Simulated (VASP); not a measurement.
# CsCd4Sb3 (R-3m) in VASP: single point with r2SCAN

Aim: the single point of CsCd4Sb3 with r2SCAN.

Everything below comes from runs of VASP 6.6.1. Logs are shortened: lines on timing, memory, paths and dates and some standing lists are left out, and cuts for length are marked.

## 1. The cell of the first run

The structure is trigonal, space group R-3m (No. 166). Conventional cell: a = 4.806 Å, b = 4.806 Å, c = 40.082 Å, α = 90.00°, β = 90.00°, γ = 120.00°. Within 3.8 Å of Cd (site symmetry 3m) lie 4 Sb at 2.86 to 3.29 Å and 3 Cd at 3.50 Å. Within 3.7 Å of Cd (site symmetry 3m) lie 4 Sb at 2.82 to 3.01 Å and 6 Cd at 3.50 to 3.62 Å. Sb (site symmetry 3m) has 4 Cd at 2.82 to 2.86 Å within 3.7 Å. Sb (site symmetry -3m) has 8 Cd at 3.01 to 3.29 Å within 4.0 Å. Cs (site symmetry -3m) has 6 Sb at 3.87 Å and 6 Cd at 4.38 Å and 6 Cs at 4.81 Å within 5.1 Å.

## 2. Single point, r2SCAN

POSCAR

```
CsCd4Sb3
1.0
    2.4030404969      4.1621882334     -0.0000000549
   -2.4030404969      4.1621882334     -0.0000000549
    0.0000000000     -2.7747919795     13.3607511110
Cd Sb Cs
4 3 1
Direct
    0.0821318542      0.0821318542      0.2463955625
    0.9178681458      0.9178681458      0.7536044375
    0.3042975991      0.3042975991      0.9128927972
    0.6957024009      0.6957024009      0.0871072028
    0.2339776925      0.2339776925      0.7019330774
    0.7660223075      0.7660223075      0.2980669226
    0.0000000000      0.0000000000      0.0000000000
    0.5000000000      0.5000000000      0.5000000000
```

INCAR.step1

```
PREC     = Accurate       # precision mode
ENCUT    = 520            # plane-wave cutoff, eV
ISMEAR   = -1             # smearing method
SIGMA    = 0.1            # smearing width, eV
LREAL    = False          # projectors in reciprocal space
LASPH    = True           # aspherical terms in the spheres
NELM     = 100            # most SCF steps
NBANDS   = 46             # bands
GGA      = PE             # functional
ALGO     = Normal         # electronic algorithm
EDIFF    = 1E-4           # SCF threshold, eV
LWAVE    = True           # write WAVECAR
LCHARG   = False          # write CHGCAR
```

INCAR.step2

```
PREC     = Accurate       # precision mode
ENCUT    = 520            # plane-wave cutoff, eV
EDIFF    = 1E-6           # SCF threshold, eV
ISMEAR   = -1             # smearing method
SIGMA    = 0.1            # smearing width, eV
LREAL    = False          # projectors in reciprocal space
LASPH    = True           # aspherical terms in the spheres
NELM     = 100            # most SCF steps
ALGO     = Normal         # electronic algorithm
ISIF     = 2              # what is computed and relaxed
LWAVE    = False          # write WAVECAR
LCHARG   = True           # write CHGCAR
METAGGA  = R2SCAN         # meta-GGA
LMIXTAU  = True         
LELF     = True           # ELF
LVHAR    = True         
NBANDS   = 46             # bands
ISTART   = 1
```

KPOINTS

```
Automatic mesh
0
Gamma
  5 5 5
```

Potentials or basis: VASP PAW PBE potentials, release 64 (Cd, Sb, Cs_sv).

Started as:

```
$ cat potpaw_PBE.64/Cd/POTCAR potpaw_PBE.64/Sb/POTCAR potpaw_PBE.64/Cs_sv/POTCAR > POTCAR
$ cp INCAR.step1 INCAR
$ mpirun -np 1 vasp_std > vasp.out
$ cp INCAR.step2 INCAR
$ mpirun -np 1 vasp_std > vasp.out
```

OUTCAR:

```text
PREC = Accurate
   ENCUT = 520
   EDIFF = 1E-6
   ISMEAR = -1
   LREAL = False
   LASPH = True
   NELM = 100
   ISIF = 2
   METAGGA = R2SCAN
   ISTART = 1

 ion  position               nearest neighbor table
   1  0.082  0.082  0.246-   6 2.86   6 2.86   6 2.86   7 3.29   4 3.50   4 3.50   4 3.50
   2  0.918  0.918  0.754-   5 2.86   5 2.86   5 2.86   7 3.29   3 3.50   3 3.50   3 3.50
   3  0.304  0.304  0.913-   5 2.82   7 3.01   7 3.01   7 3.01   2 3.50   2 3.50   2 3.50   4 3.62
                             4 3.62   4 3.62
   4  0.696  0.696  0.087-   6 2.82   7 3.01   7 3.01   7 3.01   1 3.50   1 3.50   1 3.50   3 3.62
                             3 3.62   3 3.62
   5  0.234  0.234  0.702-   3 2.82   2 2.86   2 2.86   2 2.86
   6  0.766  0.766  0.298-   4 2.82   1 2.86   1 2.86   1 2.86
   7  0.000  0.000  0.000-   4 3.01   4 3.01   3 3.01   3 3.01   3 3.01   4 3.01   1 3.29   2 3.29

   8  0.500  0.500  0.500-

  LATTYP: Found a trigonal (rhomboedric) cell.
 ALAT       =    13.6458470158
 COS(alpha) =     0.9379772270

  Lattice vectors:

 A1 = (  -2.4030404969,   1.3873962539,  13.3607510561)
 A2 = (   0.0000000000,  -2.7747919795,  13.3607511110)
 A3 = (   2.4030404969,   1.3873962539,  13.3607510561)

Analysis of symmetry for initial positions (statically):
=====================================================================
 Subroutine PRICEL returns:
 Original cell was already a primitive cell.

 Routine SETGRP: Setting up the symmetry group for a
 trigonal (rhombohedral) supercell.

 Subroutine GETGRP returns: Found 12 space group operations
 (whereof 12 operations were pure point group operations)
 out of a pool of 12 trial point group operations.

The static configuration has the point symmetry D_3d.

Analysis of symmetry for dynamics (positions and initial velocities):
=====================================================================
 Subroutine PRICEL returns:
 Original cell was already a primitive cell.

 Routine SETGRP: Setting up the symmetry group for a
 trigonal (rhombohedral) supercell.

 Subroutine GETGRP returns: Found 12 space group operations
 (whereof 12 operations were pure point group operations)
 out of a pool of 12 trial point group operations.

The dynamic configuration has the point symmetry D_3d.

 Subroutine INISYM returns: Found 12 space group operations
 (whereof 12 operations are pure point group operations),
 and found     1 'primitive' translations

[... 106 lines left out ...]
   ISIF   =      2    stress and relaxation
   ISYM   =      2    0-nonsym 1-usesym 2-fastsym
   POTIM  = 0.5000    time-step for ionic-motion
   TEBEG  =    0.0;   TEEND  =   0.0 temperature during run
   PSTRESS=    0.0 pullay stress
   NELECT =      72.0000    total number of electrons
   NUPDOWN=      -1.0000    fix difference up-down
   EMIN   =  10.00;   EMAX   =-10.00  energy-range for DOS
   EFERMI =   0.00;   METHOD = LEGACY
   ISMEAR =    -1;   SIGMA  =   0.10  broadening in eV -4-tet -1-fermi 0-gaus
   EFERMI_NEDOS =   21; number of points for ismear=-14 and -15
   IALGO  =     38    algorithm
   IMIX   =      4    mixing-type and parameters
     AMIX     =   0.40;   BMIX     =  1.00
     AMIX_MAG =   1.60;   BMIX_MAG =  1.00
  volume/ion in A,a.u.               =      33.41       225.45
  Fermi-wavevector in a.u.,A,eV,Ry     =   1.057315  1.998036 15.210160  1.117915
  Thomas-Fermi vector in A             =   2.192583
   LORBIT       =      0    0 simple, 1 ext, 2 COOP (PROOUT), +10 PAW based schemes
   METAGGA = R2SCAN    functional components
   LHFCALC =     F    Hartree Fock is set to
   AEXX    =    0.0000 exact exchange contribution
   IVDW    =     0    specifies the selected vdW correction
   LEPSILON=     F    determine dielectric tensor
   LRPA    =     F    only Hartree local field effects (RPA)
 non-spin polarized calculation
  energy-cutoff  :      520.00
  volume of cell :      267.27
 maximum number of plane-waves:      7237
   NGX = 17   NGY = 17   NGZ = 51

 number of electron      71.9999993 magnetization

 Free energy of the ion-electron system (eV)
  ---------------------------------------------------
  ext. energy  EPLUGINS =         0.00000000
  ---------------------------------------------------
  free energy    TOTEN  =      -184.65900803 eV

  energy without entropy =     -184.62209699  energy(sigma->0) =     -184.64055251

 E-fermi :   2.9579     XC(G=0):  -9.3348

 val. band max:        2.9131397074   @ k =  -0.0000  -0.0000   0.4000
 cond. band min:       2.9810059703   @ k =   0.0000   0.0000   0.2000
 fundamental gap:      0.0678662629
 Fermi energy:         2.9578935108

 k-point     1 :       0.0000    0.0000    0.0000
  band No.  band energies     occupation
      1     -20.2040      2.00000
      2      -7.6628      2.00000
      3      -7.6385      2.00000
      4      -7.3685      2.00000
      5      -6.6512      2.00000
      6      -6.5701      2.00000
[... 920 lines left out ...]
     45       7.2946      0.00000
     46       7.4396      0.00000

------------------------ aborting loop because EDIFF is reached ----------------------------------------

  FORCE on cell =-STRESS in cart. coord.  units (eV):
  Direction    XX          YY          ZZ          XY          YZ          ZX
  --------------------------------------------------------------------------------------
  -------------------------------------------------------------------------------------
  Total        0.2397286      0.2397286      0.2789408     -0.0000000      0.0000000     -0.0000000
  in kB        1.4370991      1.4370991      1.6721645     -0.0000000      0.0000000     -0.0000000
  external PRESSURE =       1.5154542 kB  Pullay stress =       0.0000000 kB

 VOLUME and BASIS-vectors are now :
 -----------------------------------------------------------------------------
  energy-cutoff  :      520.00
  volume of cell :      267.27
      direct lattice vectors                 reciprocal lattice vectors
     2.403040497  4.162188233 -0.000000055     0.208069735  0.120129118  0.024948696
    -2.403040497  4.162188233 -0.000000055    -0.208069735  0.120129118  0.024948696
     0.000000000 -2.774791979 13.360751111     0.000000000  0.000000001  0.074846092

 POSITION                                       TOTAL-FORCE (eV/Angst)
 -----------------------------------------------------------------------------------
      0.00000      0.00000      3.29203         0.000000     -0.000000     -0.001040
      0.00000      5.54958     10.06872         0.000000      0.000000      0.001040
      0.00000      0.00000     12.19693         0.000000      0.000000      0.009323
      0.00000      5.54958      1.16382         0.000000     -0.000000     -0.009323
      0.00000      0.00000      9.37835         0.000000     -0.000000     -0.022173
      0.00000      5.54958      3.98240         0.000000      0.000000      0.022173
      0.00000      0.00000      0.00000         0.000000      0.000000      0.000000
      0.00000      2.77479      6.68038        -0.000000      0.000000      0.000000
 -----------------------------------------------------------------------------------
    total drift:                               -0.000000     -0.000000      0.000000

  FREE ENERGIE OF THE ION-ELECTRON SYSTEM (eV)
  ---------------------------------------------------
  free  energy   TOTEN  =      -184.6590080281 eV

  energy  without entropy=     -184.6220969940  energy(sigma->0) =     -184.64055251
```

OUTCAR.step1:

```text
PREC = Accurate
   ENCUT = 520
   ISMEAR = -1
   LREAL = False
   LASPH = True
   NELM = 100
[... 1169 lines left out ...]
      0.00000      5.54958      3.98240         0.000000      0.000000      0.225254
      0.00000      0.00000      0.00000        -0.000000     -0.000000     -0.000000
      0.00000      2.77479      6.68038         0.000000     -0.000000     -0.000000
 -----------------------------------------------------------------------------------
    total drift:                                0.000000     -0.000000      0.000000

  FREE ENERGIE OF THE ION-ELECTRON SYSTEM (eV)
  ---------------------------------------------------
  free  energy   TOTEN  =       -17.7533026687 eV

  energy  without entropy=      -17.7005244743  energy(sigma->0) =      -17.72691357
```

It took 25 min on 1 thread of Intel Xeon 8259CL, shared host; peak memory 0.53 GiB.

What came out:

* Free energy: -184.6590 eV
* Pressure: 0.2 GPa
* Largest force: 0.022 eV/Å
* Band gap on the k mesh: zero (bands 36 and 37 overlap by 0.10 eV)

Forces on the atoms (eV/Å):
```
Cd   0.000  0.000 -0.001
Cd   0.000  0.000  0.001
Cd   0.000  0.000  0.009
Cd   0.000  0.000 -0.009
Sb   0.000  0.000 -0.022
Sb   0.000  0.000  0.022
Sb   0.000  0.000  0.000
Cs   0.000  0.000  0.000
```

Caveat: semilocal functionals underestimate gaps, and a narrow one can read as zero; the PAW data sets were made with another functional, which shifts forces and pressure a little; spin-orbit coupling is left out, which moves the levels of the heavy elements.

The gap in the log of VASP goes by the Fermi energy; the results here count the filled bands.